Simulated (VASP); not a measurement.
A run of VASP 6.6.1 is set up as follows.

INCAR

```
PREC = Accurate
ENCUT = 520
EDIFF = 1E-6
ISMEAR = -1
SIGMA = 0.1
LREAL = False
LASPH = True
NELM = 100
ALGO = Normal
ISIF = 2
LWAVE = False
LCHARG = False
GGA = B5
ALDAX = 1.0
AGGAX = 1.0
AGGAC = 1.0
ALDAC = 0.0
NBANDS = 14
```

Contents of KPOINTS:

```
regular mesh
0
Gamma
  13 13 4
```

POSCAR

```
Li
1.0
    3.0477225706      0.0000000000      0.0000000000
   -1.5238612853      2.6394051699      0.0000000000
    0.0000000000      0.0000000000      9.9291199439
Li
4
Direct
    1.0000000000      1.0000000000      0.0000000000
    1.0000000000      1.0000000000      0.5000000000
    0.3333333333      0.6666666667      0.2500000000
    0.6666666667      0.3333333333      0.7500000000
```

Potentials or basis: VASP PAW PBE potentials, release 64 (Li_sv).

Run with:

```sh
$ cat potpaw_PBE.64/Li_sv/POTCAR > POTCAR
$ mpirun -np 1 vasp_std > vasp.out
```

(1) What does it give for the band gap on the k mesh?

## Answers

(1) zero (bands 6 and 7 overlap by 4.07 eV).
